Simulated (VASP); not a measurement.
# InSb3 (Fm-3m) in VASP: settings compared, part 2 of 2

VASP 6.6.1.

### 4 Single point, LDA

This run uses another cell than the first one, of 28.96 Å³/atom, 1.060 times its volume.

Contents of INCAR:

```
PREC     = Accurate       # precision mode
ENCUT    = 520            # plane-wave cutoff, eV
EDIFF    = 1E-6           # SCF threshold, eV
ISMEAR   = -1             # smearing method
SIGMA    = 0.05           # smearing width, eV
LREAL    = False          # projectors in reciprocal space
LASPH    = True           # aspherical terms in the spheres
NELM     = 60             # most SCF steps
ALGO     = Normal         # electronic algorithm
ISIF     = 2              # what is computed and relaxed
LWAVE    = False          # write WAVECAR
LCHARG   = False          # write CHGCAR
GGA      = CA             # functional
NBANDS   = 22             # bands
```

Contents of KPOINTS:

```
regular mesh
0
Gamma
  6 6 6
```

Contents of POSCAR:

```
InSb3
1.0
    0.0000000000      3.8689769334      3.8689769334
    3.8689769334      0.0000000000      3.8689769334
    3.8689769334      3.8689769334      0.0000000000
Sb In
3 1
Direct
    0.5000000000      0.5000000000      0.5000000000
    0.7500000000      0.7500000000      0.7500000000
    0.2500000000      0.2500000000      0.2500000000
    0.0000000000      0.0000000000      0.0000000000
```

Potentials or basis: VASP PAW LDA potentials, release 64 (Sb, In_d).

Started as:

```
$ cat potpaw_LDA.64/Sb/POTCAR potpaw_LDA.64/In_d/POTCAR > POTCAR
$ mpirun -np 1 vasp_std > vasp.out
```

OUTCAR:

```text
PREC = Accurate
   ENCUT = 520
   EDIFF = 1E-6
   ISMEAR = -1
   LREAL = False
   LASPH = True
   NELM = 60
   ISIF = 2
   GGA = CA

 ion  position               nearest neighbor table
   1  0.500  0.500  0.500-   2 3.35   3 3.35   3 3.35   3 3.35   3 3.35   2 3.35   2 3.35   2 3.35
                             4 3.87   4 3.87   4 3.87   4 3.87   4 3.87   4 3.87
   2  0.750  0.750  0.750-   1 3.35   4 3.35   1 3.35   1 3.35   1 3.35   4 3.35   4 3.35   4 3.35

   3  0.250  0.250  0.250-   1 3.35   4 3.35   4 3.35   4 3.35   4 3.35   1 3.35   1 3.35   1 3.35

   4  0.000  0.000  0.000-   2 3.35   3 3.35   2 3.35   2 3.35   2 3.35   3 3.35   3 3.35   3 3.35
                             1 3.87   1 3.87   1 3.87   1 3.87   1 3.87   1 3.87

  LATTYP: Found a face centered cubic cell.
 ALAT       =     7.7379538668

  Lattice vectors:

 A1 = (   0.0000000000,   3.8689769334,   3.8689769334)
 A2 = (   3.8689769334,   0.0000000000,   3.8689769334)
 A3 = (   3.8689769334,   3.8689769334,   0.0000000000)

Analysis of symmetry for initial positions (statically):
=====================================================================
 Subroutine PRICEL returns:
 Original cell was already a primitive cell.

 Routine SETGRP: Setting up the symmetry group for a
 face centered cubic supercell.

 Subroutine GETGRP returns: Found 48 space group operations
 (whereof 48 operations were pure point group operations)
 out of a pool of 48 trial point group operations.

The static configuration has the point symmetry O_h .

Analysis of symmetry for dynamics (positions and initial velocities):
=====================================================================
 Subroutine PRICEL returns:
 Original cell was already a primitive cell.

 Routine SETGRP: Setting up the symmetry group for a
 face centered cubic supercell.

 Subroutine GETGRP returns: Found 48 space group operations
 (whereof 48 operations were pure point group operations)
 out of a pool of 48 trial point group operations.

The dynamic configuration has the point symmetry O_h .

 Subroutine INISYM returns: Found 48 space group operations
 (whereof 48 operations are pure point group operations),
 and found     1 'primitive' translations

----------------------------------------------------------------------------------------

                                     Primitive cell

  volume of cell :     115.8293

  direct lattice vectors                    reciprocal lattice vectors
     0.000000000  3.868976933  3.868976933    -0.129233130  0.129233130  0.129233130
     3.868976933  0.000000000  3.868976933     0.129233130 -0.129233130  0.129233130
     3.868976933  3.868976933  0.000000000     0.129233130  0.129233130 -0.129233130

  length of vectors
     5.471559652  5.471559652  5.471559652     0.223838348  0.223838348  0.223838348

  position of ions in fractional coordinates (direct lattice)
     0.500000000  0.500000000  0.500000000
     0.750000000  0.750000000  0.750000000
     0.250000000  0.250000000  0.250000000
     0.000000000  0.000000000  0.000000000

  ion indices of the primitive-cell ions
   primitive index   ion index
                 1           1
                 2           2
                 3           3
                 4           4
[... 21 lines left out ...]

 Subroutine IBZKPT returns following result:
 ===========================================

 Found     16 irreducible k-points:

 Following reciprocal coordinates:
            Coordinates               Weight
  0.000000  0.000000  0.000000      1.000000
  0.166667  0.000000  0.000000      8.000000
  0.333333  0.000000  0.000000      8.000000
  0.500000  0.000000  0.000000      4.000000
  0.166667  0.166667  0.000000      6.000000
  0.333333  0.166667  0.000000     24.000000
[... 8 lines left out ...]
 -0.333333  0.333333  0.166667     24.000000
 -0.333333  0.500000  0.166667     12.000000
   k-points           NKPTS =     16   k-points in BZ     NKDIM =     16   number of bands    NBANDS=     22
   number of dos      NEDOS =    301   number of ions     NIONS =      4
   total plane-waves  NPLWV =  74088
   dimension x,y,z NGX =    42 NGY =   42 NGZ =   42
   dimension x,y,z NGXF=    84 NGYF=   84 NGZF=   84
   ions per type =               3   1
   NGX,Y,Z   is equivalent  to a cutoff of  12.76, 12.76, 12.76 a.u.
   NGXF,Y,Z  is equivalent  to a cutoff of  25.52, 25.52, 25.52 a.u.
 SYSTEM =  unknown system
   PREC   = accura    normal or accurate (medium, high low for compatibility)
   ISTART =      0    job   : 0-new  1-cont  2-samecut
   ICHARG =      2    charge: 1-file 2-atom 10-const
   ISPIN  =      1    spin polarized calculation?
   LNONCOLLINEAR =      F non collinear calculations
   LSORBIT =      F    spin-orbit coupling
   LASPH  =      T    aspherical Exc in radial PAW
   ENCUT  =  520.0 eV  38.22 Ry    6.18 a.u.  10.17 10.17 10.17*2*pi/ulx,y,z
   NELM   =     60;   NELMIN=  2; NELMDL= -5     # of ELM steps
   EDIFF  = 0.1E-05   stopping-criterion for ELM
   LREAL  =      F    real-space projection
   EDIFFG = 0.1E-04   stopping-criterion for IOM
   NSW    =      0    number of steps for IOM
   IBRION =     -1    ionic relax: 0-MD 1-quasi-New 2-CG
   NFREE  =      0    steps in history (QN), initial steepest desc. (CG)
   ISIF   =      2    stress and relaxation
   ISYM   =      2    0-nonsym 1-usesym 2-fastsym
   POTIM  = 0.5000    time-step for ionic-motion
   TEBEG  =    0.0;   TEEND  =   0.0 temperature during run
   PSTRESS=    0.0 pullay stress
   NELECT =      28.0000    total number of electrons
   NUPDOWN=      -1.0000    fix difference up-down
   EMIN   =  10.00;   EMAX   =-10.00  energy-range for DOS
   EFERMI =   0.00;   METHOD = LEGACY
   ISMEAR =    -1;   SIGMA  =   0.05  broadening in eV -4-tet -1-fermi 0-gaus
   EFERMI_NEDOS =   21; number of points for ismear=-14 and -15
   IALGO  =     38    algorithm
   IMIX   =      4    mixing-type and parameters
     AMIX     =   0.40;   BMIX     =  1.00
     AMIX_MAG =   1.60;   BMIX_MAG =  1.00
  volume/ion in A,a.u.               =      28.96       195.41
  Fermi-wavevector in a.u.,A,eV,Ry     =   1.019815  1.927171 14.150365  1.040023
  Thomas-Fermi vector in A             =   2.153350
   LORBIT       =      0    0 simple, 1 ext, 2 COOP (PROOUT), +10 PAW based schemes
   GGA     = CA    functional components
   LHFCALC =     F    Hartree Fock is set to
   AEXX    =    0.0000 exact exchange contribution
   IVDW    =     0    specifies the selected vdW correction
   LEPSILON=     F    determine dielectric tensor
   LRPA    =     F    only Hartree local field effects (RPA)
 non-spin polarized calculation
  energy-cutoff  :      520.00
  volume of cell :      115.83
 maximum number of plane-waves:      3143
 NGX is ok and might be reduce to    42
   NGX = 21   NGY = 21   NGZ = 21

 number of electron      28.0000007 magnetization

 Free energy of the ion-electron system (eV)
  ---------------------------------------------------
  ext. energy  EPLUGINS =         0.00000000
  ---------------------------------------------------
  free energy    TOTEN  =       -16.72360384 eV

  energy without entropy =      -16.69130353  energy(sigma->0) =      -16.70745368

 E-fermi :   7.1692     XC(G=0): -10.0602

 val. band max:        7.1272166715   @ k =   0.5000   0.1667   0.0000
 cond. band min:       7.1935704744   @ k =  -0.1667   0.1667   0.0000
 fundamental gap:      0.0663538029
 Fermi energy:         7.1691677121

 k-point     1 :       0.0000    0.0000    0.0000
  band No.  band energies     occupation
      1      -7.3454      2.00000
      2      -7.3454      2.00000
      3      -7.3454      2.00000
      4      -7.3197      2.00000
      5      -7.3197      2.00000
      6      -4.7419      2.00000
[... 389 lines left out ...]
     21      11.2989      0.00000
     22      13.7892      0.00000

------------------------ aborting loop because EDIFF is reached ----------------------------------------

  FORCE on cell =-STRESS in cart. coord.  units (eV):
  Direction    XX          YY          ZZ          XY          YZ          ZX
  --------------------------------------------------------------------------------------
  -------------------------------------------------------------------------------------
  Total       -4.5906013     -4.5906013     -4.5906013      0.0000000     -0.0000000      0.0000000
  in kB      -63.4982479    -63.4982479    -63.4982479      0.0000000     -0.0000000      0.0000000
  external PRESSURE =     -63.4982479 kB  Pullay stress =       0.0000000 kB

 VOLUME and BASIS-vectors are now :
 -----------------------------------------------------------------------------
  energy-cutoff  :      520.00
  volume of cell :      115.83
      direct lattice vectors                 reciprocal lattice vectors
     0.000000000  3.868976933  3.868976933    -0.129233130  0.129233130  0.129233130
     3.868976933  0.000000000  3.868976933     0.129233130 -0.129233130  0.129233130
     3.868976933  3.868976933  0.000000000     0.129233130  0.129233130 -0.129233130

 POSITION                                       TOTAL-FORCE (eV/Angst)
 -----------------------------------------------------------------------------------
      3.86898      3.86898      3.86898        -0.000000     -0.000000     -0.000000
      5.80347      5.80347      5.80347        -0.000000     -0.000000     -0.000000
      1.93449      1.93449      1.93449         0.000000      0.000000      0.000000
      0.00000      0.00000      0.00000        -0.000000     -0.000000     -0.000000
 -----------------------------------------------------------------------------------
    total drift:                               -0.000000      0.000000      0.000000

  FREE ENERGIE OF THE ION-ELECTRON SYSTEM (eV)
  ---------------------------------------------------
  free  energy   TOTEN  =       -16.7236038399 eV

  energy  without entropy=      -16.6913035289  energy(sigma->0) =      -16.70745368
```

Wall time 17 s (1 thread of Intel Xeon 6975P-C (Granite Rapids), shared host); peak memory 0.22 GiB.

What came out:

```yaml
Free_energy: -16.7236 eV
Pressure: -6.3 GPa
Band_gap_on_the_k_mesh: zero (band 14 reaches 8.08 eV, above the bottom of band 15 at 4.91 eV)
```

Caveat: spin-orbit coupling is left out, which moves the levels of the heavy elements.

### 5 Overview

```tsv
level	potentials or basis	cell	cutoff (eV)	gap on the mesh (eV)	pressure (GPa)
PBE	VASP PAW PBE potentials, release 64 (Sb, In_d)	a = 5.366 Å, angles 60.0°, 4 atoms	500	none	-0.3
PBE	VASP PAW PBE potentials, release 64 (Sb, In_d)	a = 5.437 Å, angles 60.0°, 4 atoms	520	none	-2.0
LDA	VASP PAW LDA potentials, release 64 (Sb, In_d)	a = 5.472 Å, angles 60.0°, 4 atoms	520	none	-6.3
```

Alike in all rows: task single point; no spin polarisation; k mesh 6 × 6 × 6; smearing fermi-dirac 0.05 eV.

Caveats: spin-orbit coupling is left out, which moves the levels of the heavy elements.

Total energies depend on the potentials used, so only differences within one code and one set of settings carry meaning.
